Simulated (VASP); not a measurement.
# SrTe (Fm-3m) in VASP: notebook

SrTe is run at these levels: PBE; tasks: single point.

Everything below comes from runs of VASP 6.6.1. Logs are shortened: lines on timing, memory, paths and dates and some standing lists are left out, and cuts for length are marked.

**1. The cell of the first run**

Symmetry: Fm-3m, No. 225, cubic system. Conventional cell: a = 6.706 Å, b = 6.706 Å, c = 6.706 Å, α = 90.00°, β = 90.00°, γ = 90.00°. Within 4.4 Å of Sr (site symmetry m-3m) lie 6 Te at 3.35 Å. Te (site symmetry m-3m) has 6 Sr at 3.35 Å within 4.4 Å.

**2. Single point, PBE**

File INCAR:

```
SYSTEM = SrTe
PREC     = Accurate       ! precision mode
ENCUT    = 500            ! plane-wave cutoff, eV
EDIFF    = 1E-6           ! SCF threshold, eV
ISMEAR   = -1             ! smearing method
SIGMA    = 0.02           ! smearing width, eV
LREAL    = .FALSE.        ! projectors in reciprocal space
LASPH    = .TRUE.         ! aspherical terms in the spheres
NELM     = 120            ! most SCF steps
ALGO     = Normal         ! electronic algorithm
ISIF     = 2              ! what is computed and relaxed
LWAVE    = .FALSE.        ! write WAVECAR
LCHARG   = .FALSE.        ! write CHGCAR
GGA      = PE             ! functional
NBANDS   = 15             ! bands
GGA_COMPAT= .FALSE.
```

File KPOINTS:

```
Automatic mesh
0
G
  6 6 6
  0 0 0
```

File POSCAR:

```
SrTe
1.0
    0.0000000000      3.3527582055      3.3527582055
    3.3527582055      0.0000000000      3.3527582055
    3.3527582055      3.3527582055      0.0000000000
Sr Te
1 1
Direct
    0.0000000000      0.0000000000      0.0000000000
    0.5000000000      0.5000000000      0.5000000000
```

Potentials or basis: VASP PAW PBE potentials, release 64 (Sr_sv, Te).

Launch:

```bash
cat potpaw_PBE.64/Sr_sv/POTCAR potpaw_PBE.64/Te/POTCAR > POTCAR
mpirun -np 1 vasp_std > vasp.out
```

OUTCAR:

```text
SYSTEM = SrTe
   PREC = Accurate
   ENCUT = 500
   EDIFF = 1E-6
   ISMEAR = -1
   LREAL = .FALSE.
   LASPH = .TRUE.
   NELM = 120
   ISIF = 2
   GGA = PE

 ion  position               nearest neighbor table
   1  0.000  0.000  0.000-   2 3.35   2 3.35   2 3.35   2 3.35   2 3.35   2 3.35
   2  0.500  0.500  0.500-   1 3.35   1 3.35   1 3.35   1 3.35   1 3.35   1 3.35

  LATTYP: Found a face centered cubic cell.
 ALAT       =     6.7055164110

  Lattice vectors:

 A1 = (   0.0000000000,   3.3527582055,   3.3527582055)
 A2 = (   3.3527582055,   0.0000000000,   3.3527582055)
 A3 = (   3.3527582055,   3.3527582055,   0.0000000000)

Analysis of symmetry for initial positions (statically):
=====================================================================
 Subroutine PRICEL returns:
 Original cell was already a primitive cell.

 Routine SETGRP: Setting up the symmetry group for a
 face centered cubic supercell.

 Subroutine GETGRP returns: Found 48 space group operations
 (whereof 48 operations were pure point group operations)
 out of a pool of 48 trial point group operations.

The static configuration has the point symmetry O_h .

Analysis of symmetry for dynamics (positions and initial velocities):
=====================================================================
 Subroutine PRICEL returns:
 Original cell was already a primitive cell.

 Routine SETGRP: Setting up the symmetry group for a
 face centered cubic supercell.

 Subroutine GETGRP returns: Found 48 space group operations
 (whereof 48 operations were pure point group operations)
 out of a pool of 48 trial point group operations.

The dynamic configuration has the point symmetry O_h .

 Subroutine INISYM returns: Found 48 space group operations
 (whereof 48 operations are pure point group operations),
 and found     1 'primitive' translations

----------------------------------------------------------------------------------------

                                     Primitive cell

  volume of cell :      75.3766

  direct lattice vectors                    reciprocal lattice vectors
     0.000000000  3.352758205  3.352758205    -0.149130945  0.149130945  0.149130945
     3.352758205  0.000000000  3.352758205     0.149130945 -0.149130945  0.149130945
     3.352758205  3.352758205  0.000000000     0.149130945  0.149130945 -0.149130945

  length of vectors
     4.741516126  4.741516126  4.741516126     0.258302374  0.258302374  0.258302374

  position of ions in fractional coordinates (direct lattice)
     0.000000000  0.000000000  0.000000000
     0.500000000  0.500000000  0.500000000

  ion indices of the primitive-cell ions
   primitive index   ion index
                 1           1
                 2           2

----------------------------------------------------------------------------------------

 KPOINTS: Automatic mesh

Automatic generation of k-mesh.
 Grid dimensions read from file:
 generate k-points for:    6    6    6

 Generating k-lattice:

  Cartesian coordinates                     Fractional coordinates (reciprocal lattice)
    -0.024855158  0.024855158  0.024855158     0.166666667  0.000000000  0.000000000
     0.024855158 -0.024855158  0.024855158     0.000000000  0.166666667  0.000000000
     0.024855158  0.024855158 -0.024855158     0.000000000  0.000000000  0.166666667

  Length of vectors
     0.043050396  0.043050396  0.043050396

  Shift w.r.t. Gamma in fractional coordinates (k-lattice)
     0.000000000  0.000000000  0.000000000

 Subroutine IBZKPT returns following result:
 ===========================================

 Found     16 irreducible k-points:

 Following reciprocal coordinates:
            Coordinates               Weight
  0.000000  0.000000  0.000000      1.000000
  0.166667  0.000000  0.000000      8.000000
  0.333333  0.000000  0.000000      8.000000
  0.500000  0.000000  0.000000      4.000000
  0.166667  0.166667  0.000000      6.000000
  0.333333  0.166667  0.000000     24.000000
[... 8 lines left out ...]
 -0.333333  0.333333  0.166667     24.000000
 -0.333333  0.500000  0.166667     12.000000
   k-points           NKPTS =     16   k-points in BZ     NKDIM =     16   number of bands    NBANDS=     15
   number of dos      NEDOS =    301   number of ions     NIONS =      2
   total plane-waves  NPLWV =  46656
   dimension x,y,z NGX =    36 NGY =   36 NGZ =   36
   dimension x,y,z NGXF=    72 NGYF=   72 NGZF=   72
   ions per type =               1   1
   NGX,Y,Z   is equivalent  to a cutoff of  12.62, 12.62, 12.62 a.u.
   NGXF,Y,Z  is equivalent  to a cutoff of  25.24, 25.24, 25.24 a.u.
 SYSTEM =  SrTe
   PREC   = accura    normal or accurate (medium, high low for compatibility)
   ISTART =      0    job   : 0-new  1-cont  2-samecut
   ICHARG =      2    charge: 1-file 2-atom 10-const
   ISPIN  =      1    spin polarized calculation?
   LNONCOLLINEAR =      F non collinear calculations
   LSORBIT =      F    spin-orbit coupling
   LASPH  =      T    aspherical Exc in radial PAW
   ENCUT  =  500.0 eV  36.75 Ry    6.06 a.u.   8.64  8.64  8.64*2*pi/ulx,y,z
   NELM   =    120;   NELMIN=  2; NELMDL= -5     # of ELM steps
   EDIFF  = 0.1E-05   stopping-criterion for ELM
   LREAL  =      F    real-space projection
   EDIFFG = 0.1E-04   stopping-criterion for IOM
   NSW    =      0    number of steps for IOM
   IBRION =     -1    ionic relax: 0-MD 1-quasi-New 2-CG
   NFREE  =      0    steps in history (QN), initial steepest desc. (CG)
   ISIF   =      2    stress and relaxation
   ISYM   =      2    0-nonsym 1-usesym 2-fastsym
   POTIM  = 0.5000    time-step for ionic-motion
   TEBEG  =    0.0;   TEEND  =   0.0 temperature during run
   PSTRESS=    0.0 pullay stress
   NELECT =      16.0000    total number of electrons
   NUPDOWN=      -1.0000    fix difference up-down
   EMIN   =  10.00;   EMAX   =-10.00  energy-range for DOS
   EFERMI =   0.00;   METHOD = LEGACY
   ISMEAR =    -1;   SIGMA  =   0.02  broadening in eV -4-tet -1-fermi 0-gaus
   EFERMI_NEDOS =   21; number of points for ismear=-14 and -15
   IALGO  =     38    algorithm
   IMIX   =      4    mixing-type and parameters
     AMIX     =   0.40;   BMIX     =  1.00
     AMIX_MAG =   1.60;   BMIX_MAG =  1.00
  volume/ion in A,a.u.               =      37.69       254.33
  Fermi-wavevector in a.u.,A,eV,Ry     =   0.976568  1.845446 12.975679  0.953686
  Thomas-Fermi vector in A             =   2.107197
   LORBIT       =      0    0 simple, 1 ext, 2 COOP (PROOUT), +10 PAW based schemes
   GGA     = PE    functional components
   LHFCALC =     F    Hartree Fock is set to
   AEXX    =    0.0000 exact exchange contribution
   IVDW    =     0    specifies the selected vdW correction
   LEPSILON=     F    determine dielectric tensor
   LRPA    =     F    only Hartree local field effects (RPA)
 non-spin polarized calculation
  energy-cutoff  :      500.00
  volume of cell :       75.38
 maximum number of plane-waves:      1936
 NGX is ok and might be reduce to    36
   NGX = 17   NGY = 17   NGZ = 17

 number of electron      16.0000000 magnetization

 Free energy of the ion-electron system (eV)
  ---------------------------------------------------
  ext. energy  EPLUGINS =         0.00000000
  ---------------------------------------------------
  free energy    TOTEN  =        -8.26740352 eV

  energy without entropy =       -8.26740352  energy(sigma->0) =       -8.26740352

 E-fermi :   3.1785     XC(G=0):  -8.4360

 val. band max:        2.7102434077   @ k =   0.0000   0.0000   0.0000
 cond. band min:       4.4554593673   @ k =   0.5000   0.5000   0.0000
 fundamental gap:      1.7452159596
 Fermi energy:         3.1785004799

 k-point     1 :       0.0000    0.0000    0.0000
  band No.  band energies     occupation
      1     -32.0236      2.00000
      2     -14.0101      2.00000
      3     -14.0101      2.00000
      4     -14.0101      2.00000
      5      -7.2069      2.00000
      6       2.7102      2.00000
      7       2.7102      2.00000
      8       2.7102      2.00000
      9       5.4746      0.00000
     10       5.9980      0.00000
     11       5.9980      0.00000
     12       5.9980      0.00000
     13       6.6238      0.00000
     14       6.6238      0.00000
     15      10.2064      0.00000

 k-point     2 :       0.1667    0.0000    0.0000
  band No.  band energies     occupation
      1     -32.0227      2.00000
      2     -14.0396      2.00000
      3     -14.0114      2.00000
      4     -14.0114      2.00000
      5      -7.0678      2.00000
      6       1.6976      2.00000
      7       2.3603      2.00000
      8       2.3603      2.00000
      9       5.8478      0.00000
     10       6.3440      0.00000
     11       6.3440      0.00000
     12       6.8641      0.00000
     13       7.3127      0.00000
     14       7.3127      0.00000
     15      11.0095      0.00000

 k-point     3 :       0.3333    0.0000    0.0000
  band No.  band energies     occupation
      1     -32.0208      2.00000
      2     -14.0971      2.00000
      3     -14.0141      2.00000
      4     -14.0141      2.00000
      5      -6.7683      2.00000
      6       0.4407      2.00000
      7       1.8458      2.00000
      8       1.8458      2.00000
      9       6.1147      0.00000
     10       7.1984      0.00000
     11       7.1984      0.00000
     12       8.2924      0.00000
     13       8.8045      0.00000
     14       8.8045      0.00000
     15      10.6700      0.00000

 k-point     4 :       0.5000    0.0000    0.0000
  band No.  band energies     occupation
      1     -32.0198      2.00000
      2     -14.1250      2.00000
      3     -14.0155      2.00000
      4     -14.0155      2.00000
      5      -6.6048      2.00000
      6      -0.0612      2.00000
      7       1.6396      2.00000
      8       1.6396      2.00000
      9       6.5628      0.00000
     10       7.8334      0.00000
     11       8.0149      0.00000
     12       8.0149      0.00000
     13       9.3461      0.00000
     14       9.3461      0.00000
     15      10.4569      0.00000
[... 163 lines left out ...]
 k-point    14 :       0.5000    0.3333    0.1667
  band No.  band energies     occupation
      1     -32.0195      2.00000
      2     -14.0857      2.00000
      3     -14.0443      2.00000
      4     -14.0257      2.00000
      5      -6.7201      2.00000
      6       0.5745      2.00000
      7       1.6189      2.00000
      8       1.6842      2.00000
      9       5.8259      0.00000
     10       7.2260      0.00000
     11       7.8606      0.00000
     12       8.2256      0.00000
     13       8.3464      0.00000
     14       9.1982      0.00000
     15      10.5489      0.00000

 k-point    15 :      -0.3333    0.3333    0.1667
  band No.  band energies     occupation
      1     -32.0188      2.00000
      2     -14.0882      2.00000
      3     -14.0526      2.00000
      4     -14.0323      2.00000
      5      -6.6615      2.00000
      6       0.6208      2.00000
      7       1.2710      2.00000
      8       1.5711      2.00000
      9       6.6628      0.00000
     10       6.6701      0.00000
     11       7.8122      0.00000
     12       8.4221      0.00000
     13       8.5928      0.00000
     14       9.6485      0.00000
     15      10.8226      0.00000

 k-point    16 :      -0.3333    0.5000    0.1667
  band No.  band energies     occupation
      1     -32.0185      2.00000
      2     -14.0765      2.00000
      3     -14.0533      2.00000
      4     -14.0472      2.00000
      5      -6.7045      2.00000
      6       0.9423      2.00000
      7       1.3948      2.00000
      8       1.4785      2.00000
      9       5.5945      0.00000
     10       7.0581      0.00000
     11       7.7045      0.00000
     12       8.3414      0.00000
     13       8.8127      0.00000
     14       9.0510      0.00000
     15      11.1215      0.00000

------------------------ aborting loop because EDIFF is reached ----------------------------------------

  FORCE on cell =-STRESS in cart. coord.  units (eV):
  Direction    XX          YY          ZZ          XY          YZ          ZX
  --------------------------------------------------------------------------------------
  -------------------------------------------------------------------------------------
  Total        0.1327444      0.1327444      0.1327444     -0.0000000      0.0000000     -0.0000000
  in kB        2.8215655      2.8215655      2.8215655     -0.0000000      0.0000000     -0.0000000
  external PRESSURE =       2.8215655 kB  Pullay stress =       0.0000000 kB

 VOLUME and BASIS-vectors are now :
 -----------------------------------------------------------------------------
  energy-cutoff  :      500.00
  volume of cell :       75.38
      direct lattice vectors                 reciprocal lattice vectors
     0.000000000  3.352758205  3.352758205    -0.149130945  0.149130945  0.149130945
     3.352758205  0.000000000  3.352758205     0.149130945 -0.149130945  0.149130945
     3.352758205  3.352758205  0.000000000     0.149130945  0.149130945 -0.149130945

 POSITION                                       TOTAL-FORCE (eV/Angst)
 -----------------------------------------------------------------------------------
      0.00000      0.00000      0.00000         0.000000     -0.000000      0.000000
      3.35276      3.35276      3.35276        -0.000000      0.000000     -0.000000
 -----------------------------------------------------------------------------------
    total drift:                                0.000000      0.000000      0.000000

  FREE ENERGIE OF THE ION-ELECTRON SYSTEM (eV)
  ---------------------------------------------------
  free  energy   TOTEN  =        -8.2674035250 eV

  energy  without entropy=       -8.2674035250  energy(sigma->0) =       -8.26740352
```

It took 29 s on 1 thread of AMD EPYC 7R13, shared host; peak memory 0.18 GiB.

What came out:

- Free energy: -8.2674 eV
- Pressure: 0.3 GPa
- Band gap on the k mesh: 1.75 eV, indirect (least direct gap 2.47 eV)

Caveat: spin-orbit coupling is left out, which moves the levels of the heavy elements. A k mesh can miss the band edges.

[end of part 1 of 2]
